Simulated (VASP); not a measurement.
# W (Im-3m) in VASP: notebook

W is run at these levels: LDA; tasks: single point.

All numbers are computed with VASP 6.6.1; they aren't measurements. Logs are shortened: lines on timing, memory, paths and dates and some standing lists are left out, and cuts for length are marked.

### Step 1. The cell of the first run

Symmetry: Im-3m, No. 229, cubic system. Conventional cell: a = 3.107 Å, b = 3.107 Å, c = 3.107 Å, α = 90.00°, β = 90.00°, γ = 90.00°. Within 3.5 Å of W (site symmetry m-3m) lie 14 W at 2.69 to 3.11 Å.

### Step 2. Single point, LDA

INCAR reads:

```
PREC     = Accurate       # precision mode
ENCUT    = 520            # plane-wave cutoff, eV
EDIFF    = 1E-6           # SCF threshold, eV
ISMEAR   = 0              # smearing method
SIGMA    = 0.05           # smearing width, eV
LREAL    = False          # projectors in reciprocal space
LASPH    = True           # aspherical terms in the spheres
NELM     = 100            # most SCF steps
ALGO     = Normal         # electronic algorithm
ISIF     = 2              # what is computed and relaxed
LWAVE    = False          # write WAVECAR
LCHARG   = False          # write CHGCAR
NBANDS   = 13             # bands
```

KPOINTS reads:

```
regular mesh
0
Gamma
  18 18 18
```

POSCAR reads:

```
W
1.0
   -1.5536355247      1.5536355247      1.5536355247
    1.5536355247     -1.5536355247      1.5536355247
    1.5536355247      1.5536355247     -1.5536355247
W
1
Direct
    0.0000000000      0.0000000000      0.0000000000
```

Potentials or basis: VASP PAW LDA potentials, release 64 (W_sv).

Run with:

```
$ cat potpaw_LDA.64/W_sv/POTCAR > POTCAR
$ mpirun -np 1 vasp_std > vasp.out
```

OUTCAR:

```text
PREC = Accurate
   ENCUT = 520
   EDIFF = 1E-6
   ISMEAR = 0
   LREAL = False
   LASPH = True
   NELM = 100
   ISIF = 2

 ion  position               nearest neighbor table
   1  0.000  0.000  0.000-

  LATTYP: Found a body centered cubic cell.
 ALAT       =     3.1072710494

  Lattice vectors:

 A1 = (  -1.5536355247,   1.5536355247,   1.5536355247)
 A2 = (   1.5536355247,  -1.5536355247,   1.5536355247)
 A3 = (   1.5536355247,   1.5536355247,  -1.5536355247)

Analysis of symmetry for initial positions (statically):
=====================================================================
 Subroutine PRICEL returns:
 Original cell was already a primitive cell.

 Routine SETGRP: Setting up the symmetry group for a
 body centered cubic supercell.

 Subroutine GETGRP returns: Found 48 space group operations
 (whereof 48 operations were pure point group operations)
 out of a pool of 48 trial point group operations.

The static configuration has the point symmetry O_h .

Analysis of symmetry for dynamics (positions and initial velocities):
=====================================================================
 Subroutine PRICEL returns:
 Original cell was already a primitive cell.

 Routine SETGRP: Setting up the symmetry group for a
 body centered cubic supercell.

 Subroutine GETGRP returns: Found 48 space group operations
 (whereof 48 operations were pure point group operations)
 out of a pool of 48 trial point group operations.

The dynamic configuration has the point symmetry O_h .

 Subroutine INISYM returns: Found 48 space group operations
 (whereof 48 operations are pure point group operations),
 and found     1 'primitive' translations

----------------------------------------------------------------------------------------

                                     Primitive cell

  volume of cell :      15.0006

  direct lattice vectors                    reciprocal lattice vectors
    -1.553635525  1.553635525  1.553635525     0.000000000  0.321825803  0.321825803
     1.553635525 -1.553635525  1.553635525     0.321825803  0.000000000  0.321825803
     1.553635525  1.553635525 -1.553635525     0.321825803  0.321825803  0.000000000

  length of vectors
     2.690975665  2.690975665  2.690975665     0.455130415  0.455130415  0.455130415

  position of ions in fractional coordinates (direct lattice)
     0.000000000  0.000000000  0.000000000

  ion indices of the primitive-cell ions
   primitive index   ion index
                 1           1
[... 79 lines left out ...]
   ISYM   =      2    0-nonsym 1-usesym 2-fastsym
   POTIM  = 0.5000    time-step for ionic-motion
   TEBEG  =    0.0;   TEEND  =   0.0 temperature during run
   PSTRESS=    0.0 pullay stress
   NELECT =      14.0000    total number of electrons
   NUPDOWN=      -1.0000    fix difference up-down
   EMIN   =  10.00;   EMAX   =-10.00  energy-range for DOS
   EFERMI =   0.00;   METHOD = LEGACY
   ISMEAR =     0;   SIGMA  =   0.05  broadening in eV -4-tet -1-fermi 0-gaus
   EFERMI_NEDOS =   21; number of points for ismear=-14 and -15
   IALGO  =     38    algorithm
   IMIX   =      4    mixing-type and parameters
     AMIX     =   0.40;   BMIX     =  1.00
     AMIX_MAG =   1.60;   BMIX_MAG =  1.00
  volume/ion in A,a.u.               =      15.00       101.23
  Fermi-wavevector in a.u.,A,eV,Ry     =   1.599859  3.023295 34.824775  2.559549
  Thomas-Fermi vector in A             =   2.697086
   LORBIT       =      0    0 simple, 1 ext, 2 COOP (PROOUT), +10 PAW based schemes
   GGA     = CA    functional components
   LHFCALC =     F    Hartree Fock is set to
   AEXX    =    0.0000 exact exchange contribution
   IVDW    =     0    specifies the selected vdW correction
   LEPSILON=     F    determine dielectric tensor
   LRPA    =     F    only Hartree local field effects (RPA)
 non-spin polarized calculation
 Gauss-broadening in eV      SIGMA  =   0.05
  energy-cutoff  :      520.00
  volume of cell :       15.00
 maximum number of plane-waves:       420
   NGX =  9   NGY =  9   NGZ =  9

 number of electron      14.0000000 magnetization

 Free energy of the ion-electron system (eV)
  ---------------------------------------------------
  ext. energy  EPLUGINS =         0.00000000
  ---------------------------------------------------
  free energy    TOTEN  =       -14.08105491 eV

  energy without entropy =      -14.08006953  energy(sigma->0) =      -14.08056222

 E-fermi :  12.1343     XC(G=0): -14.1420

 val. band max:       12.1309826440   @ k =  -0.2778   0.3333   0.2222
 cond. band min:      12.1556696680   @ k =   0.1667   0.0000   0.0000
 fundamental gap:      0.0246870240
 Fermi energy:        12.1343252786

 k-point     1 :       0.0000    0.0000    0.0000
  band No.  band energies     occupation
      1     -61.5423      2.00000
      2     -25.2572      2.00000
      3     -25.2572      2.00000
      4     -25.2572      2.00000
      5       2.3016      2.00000
      6      10.7833      2.00000
      7      10.7833      2.00000
      8      10.7833      2.00000
      9      14.4620      0.00000
     10      14.4620      0.00000
     11      26.8362      0.00000
     12      26.8362      0.00000
     13      26.8362      0.00000
[... 354 lines left out ...]
  band No.  band energies     occupation
      1     -61.3657      2.00000
      2     -26.7288      2.00000
      3     -25.8063      2.00000
      4     -25.3382      2.00000
      5       6.0024      2.00000
      6       8.4572      2.00000
      7      11.7401      2.00000
      8      14.2685      0.00000
      9      15.7156      0.00000
     10      19.0873      0.00000
     11      23.8775      0.00000
     12      25.0897      0.00000
     13      29.8678      0.00000

 [... further k-points ...]

------------------------ aborting loop because EDIFF is reached ----------------------------------------

  FORCE on cell =-STRESS in cart. coord.  units (eV):
  Direction    XX          YY          ZZ          XY          YZ          ZX
  --------------------------------------------------------------------------------------
  -------------------------------------------------------------------------------------
  Total        1.1198749      1.1198749      1.1198749      0.0000000      0.0000000      0.0000000
  in kB      119.6114299    119.6114299    119.6114299      0.0000000      0.0000000      0.0000000
  external PRESSURE =     119.6114299 kB  Pullay stress =       0.0000000 kB

 VOLUME and BASIS-vectors are now :
 -----------------------------------------------------------------------------
  energy-cutoff  :      520.00
  volume of cell :       15.00
      direct lattice vectors                 reciprocal lattice vectors
    -1.553635525  1.553635525  1.553635525     0.000000000  0.321825803  0.321825803
     1.553635525 -1.553635525  1.553635525     0.321825803  0.000000000  0.321825803
     1.553635525  1.553635525 -1.553635525     0.321825803  0.321825803  0.000000000

 POSITION                                       TOTAL-FORCE (eV/Angst)
 -----------------------------------------------------------------------------------
      0.00000      0.00000      0.00000         0.000000     -0.000000     -0.000000
 -----------------------------------------------------------------------------------
    total drift:                               -0.000000     -0.000000      0.000000

  FREE ENERGIE OF THE ION-ELECTRON SYSTEM (eV)
  ---------------------------------------------------
  free  energy   TOTEN  =       -14.0810549051 eV

  energy  without entropy=      -14.0800695265  energy(sigma->0) =      -14.08056222
```

OSZICAR:

```text
N       E                     dE             d eps       ncg     rms          rms(c)
DAV:   1     0.835623683673E+02    0.83562E+02   -0.74523E+03  5078   0.123E+03
DAV:   2    -0.130790908138E+02   -0.96641E+02   -0.92636E+02  5665   0.319E+02
DAV:   3    -0.147113368325E+02   -0.16322E+01   -0.16266E+01  5555   0.399E+01
DAV:   4    -0.147173967640E+02   -0.60599E-02   -0.60598E-02  5655   0.270E+00
DAV:   5    -0.147174417271E+02   -0.44963E-04   -0.44964E-04  5670   0.219E-01    0.233E+01
DAV:   6    -0.142233786371E+02    0.49406E+00   -0.36555E-01  5305   0.799E+00    0.968E+00
DAV:   7    -0.140865962020E+02    0.13678E+00   -0.18914E-01  5655   0.542E+00    0.475E-01
DAV:   8    -0.140810531517E+02    0.55431E-02   -0.43909E-03  5160   0.910E-01    0.771E-02
DAV:   9    -0.140810527198E+02    0.43190E-06   -0.49348E-05  5855   0.816E-02    0.520E-02
DAV:  10    -0.140810549157E+02   -0.21959E-05   -0.65317E-06  5635   0.360E-02    0.431E-03
DAV:  11    -0.140810549051E+02    0.10568E-07   -0.13460E-07  2970   0.448E-03
   1 F= -.14081055E+02 E0= -.14080562E+02  d E =-.985379E-03
```

stdout:

```text
POSCAR found type information on POSCAR W
 POSCAR found :  1 types and       1 ions
 scaLAPACK will be used
 LDA part: xc-table for (Slater(with rela. corr.)+CA(PZ))
 , standard interpolation
 POSCAR, INCAR and KPOINTS ok, starting setup
 FFT: planning ... GRIDC
 FFT: planning ... GRID_SOFT
 FFT: planning ... GRID
 WAVECAR not read
 entering main loop
```

It took 15 s on 1 thread of AMD EPYC 9R45 (Zen 5), shared host; peak memory 0.11 GiB.

Results:

* Free energy: -14.0811 eV
* Pressure: 12.0 GPa
* Band gap on the k mesh: zero (band 7 reaches 17.70 eV, above the bottom of band 8 at 10.78 eV)

Levels at points of the mesh, in eV from the Fermi level:
```tsv
k point	band 3	band 4	band 5	band 6	band 7	band 8	band 9	band 10	band 11	band 12
(0.00, 0.00, 0.00)	-37.39	-37.39	-9.83	-1.35	-1.35	-1.35	2.33	2.33	14.70	14.70
(0.50, 0.00, 0.00)	-37.90	-37.40	-6.62	-3.85	1.06	2.27	3.30	6.65	11.71	12.03
(0.50, 0.50, 0.50)	-38.48	-38.48	-6.30	-6.30	5.57	5.57	5.57	8.83	8.83	8.83
```

Caveat: spin-orbit coupling is left out, which moves the levels of the heavy elements.

### Step 3. Single point, LDA

This run uses another cell than the first one, of 15.42 Å³/atom, 1.028 times its volume.

INCAR reads:

```
PREC = Accurate ; ENCUT = 520
EDIFF = 1E-6 ; ISMEAR = 0
SIGMA = 0.05 ; LREAL = F
LASPH = T ; NELM = 80
ALGO = Normal ; ISIF = 2
LWAVE = F ; LCHARG = F
GGA = CA ; NBANDS = 13
```

KPOINTS is that of step 2.

POSCAR reads:

```
W
1.0
   -1.5678514312      1.5678514312      1.5678514312
    1.5678514312     -1.5678514312      1.5678514312
    1.5678514312      1.5678514312     -1.5678514312
W
1
Direct
    0.0000000000      0.0000000000      0.0000000000
```

Potentials or basis: VASP PAW LDA potentials, release 64 (W_sv).

Run with:

```
$ cat potpaw_LDA.64/W_sv/POTCAR > POTCAR
$ mpirun -np 1 vasp_std > vasp.out
```

It took 15 s on 1 thread of AMD EPYC 9R45 (Zen 5), shared host; peak memory 0.11 GiB.

Results (log left out):

- Free energy: -14.0992 eV
- Pressure: 2.1 GPa
- Band gap on the k mesh: zero (band 7 reaches 17.08 eV, above the bottom of band 8 at 10.42 eV)

Levels at points of the mesh, in eV from the Fermi level:
| k point | band 3 | band 4 | band 5 | band 6 | band 7 | band 8 | band 9 | band 10 | band 11 | band 12 |
| --- | --- | --- | --- | --- | --- | --- | --- | --- | --- | --- |
| (0.00, 0.00, 0.00) | -37.46 | -37.46 | -9.68 | -1.29 | -1.29 | -1.29 | 2.27 | 2.27 | 14.65 | 14.65 |
| (0.50, 0.00, 0.00) | -37.93 | -37.47 | -6.42 | -3.71 | 0.96 | 2.19 | 3.18 | 6.40 | 11.56 | 11.65 |
| (0.50, 0.50, 0.50) | -38.46 | -38.46 | -6.06 | -6.06 | 5.37 | 5.37 | 5.37 | 8.60 | 8.60 | 8.60 |

Caveat: spin-orbit coupling is left out, which moves the levels of the heavy elements.

### Step 4. Single point, LDA

This run uses another cell than the first one, of 15.42 Å³/atom, 1.028 times its volume.

INCAR reads:

```
PREC     = Accurate       # precision mode
ENCUT    = 520            # plane-wave cutoff, eV
EDIFF    = 1E-6           # SCF threshold, eV
ISMEAR   = 0              # smearing method
SIGMA    = 0.05           # smearing width, eV
LREAL    = False          # projectors in reciprocal space
LASPH    = True           # aspherical terms in the spheres
NELM     = 100            # most SCF steps
ALGO     = Normal         # electronic algorithm
ISIF     = 2              # what is computed and relaxed
LWAVE    = False          # write WAVECAR
LCHARG   = True           # write CHGCAR
LELF     = True           # ELF
LVHAR    = True         
NBANDS   = 13             # bands
```

KPOINTS reads:

```
Automatic mesh
0
Gamma
  18 18 18
```

POSCAR is that of step 3.

Run with:

```
$ cat potpaw_LDA.64/W_sv/POTCAR > POTCAR
$ mpirun -np 1 vasp_std > vasp.out
```

Run time: 14 s. Hardware: 1 thread of AMD EPYC 9R45 (Zen 5), shared host; peak memory 0.11 GiB.

It converged, with:

| Property | Result |
| --- | --- |
| Free energy | -14.0992 eV |
| Pressure | 2.1 GPa |
| Band gap on the k mesh | zero (band 7 reaches 17.08 eV, above the bottom of band 8 at 10.42 eV) |

Levels at points of the mesh, in eV from the Fermi level:
| k point | band 5 | band 6 | band 7 | band 8 | band 9 | band 10 |
| --- | --- | --- | --- | --- | --- | --- |
| (0.00, 0.00, 0.00) | -9.68 | -1.29 | -1.29 | -1.29 | 2.27 | 2.27 |
| (0.50, 0.00, 0.00) | -6.42 | -3.71 | 0.96 | 2.19 | 3.18 | 6.40 |
| (0.50, 0.50, 0.50) | -6.06 | -6.06 | 5.37 | 5.37 | 5.37 | 8.60 |

Caveat: spin-orbit coupling is left out, which moves the levels of the heavy elements.

### Step 5. Single point, LDA

This run uses another cell than the first one, of 15.78 Å³/atom, 1.052 times its volume.

INCAR reads:

```
SYSTEM = W
ALGO = Normal
EDIFF = 1E-7
ENCUT = 520
ISIF = 2
ISMEAR = 0
LASPH = .TRUE.
LCHARG = .FALSE.
LREAL = .FALSE.
LWAVE = .FALSE.
NBANDS = 13
NELM = 100
PREC = Accurate
SIGMA = 0.05
```

KPOINTS reads:

```
k-points
0
G
  18 18 18
  0 0 0
```

POSCAR reads:

```
W
1.0
   -1.5800000000      1.5800000000      1.5800000000
    1.5800000000     -1.5800000000      1.5800000000
    1.5800000000      1.5800000000     -1.5800000000
W
1
Direct
    0.0000000000      0.0000000000      0.0000000000
```

Run with:

```
$ cat potpaw_LDA.64/W_sv/POTCAR > POTCAR
$ mpirun -np 1 vasp_std > vasp.out
```

Wall time 13 s (1 thread of AMD EPYC 9R45 (Zen 5), shared host); peak memory 0.12 GiB.

Results (log left out):

```
Free energy            : -14.0953 eV
Pressure               : -5.6 GPa
Band gap on the k mesh : zero (band 7 reaches 16.56 eV, above the bottom of band 8 at 10.12 eV)
```

Levels at points of the mesh, in eV from the Fermi level:
| k point | band 3 | band 4 | band 5 | band 6 | band 7 | band 8 | band 9 | band 10 | band 11 | band 12 |
| --- | --- | --- | --- | --- | --- | --- | --- | --- | --- | --- |
| (0.00, 0.00, 0.00) | -37.53 | -37.53 | -9.55 | -1.25 | -1.25 | -1.25 | 2.22 | 2.22 | 14.61 | 14.61 |
| (0.50, 0.00, 0.00) | -37.96 | -37.53 | -6.27 | -3.59 | 0.87 | 2.12 | 3.09 | 6.19 | 11.18 | 11.60 |
| (0.50, 0.50, 0.50) | -38.46 | -38.46 | -5.87 | -5.87 | 5.20 | 5.20 | 5.20 | 8.41 | 8.41 | 8.41 |

Caveat: spin-orbit coupling is left out, which moves the levels of the heavy elements.

### Step 6. Summary

| cell | gap on the mesh (eV) | pressure (GPa) |
| --- | --- | --- |
| a = 2.691 Å, angles 109.5°, 1 atom | none | 12.0 |
| a = 2.716 Å, angles 109.5°, 1 atom | none | 2.1 |
| a = 2.737 Å, angles 109.5°, 1 atom | none | -5.6 |

Alike in all rows: task single point; level LDA; potentials or basis VASP PAW LDA potentials, release 64 (W_sv); no spin polarisation; k mesh 18 × 18 × 18; cutoff (eV) 520; smearing gaussian 0.05 eV.

Caveats: spin-orbit coupling is left out, which moves the levels of the heavy elements.

Absolute energies hang on the potentials; compare differences alone.
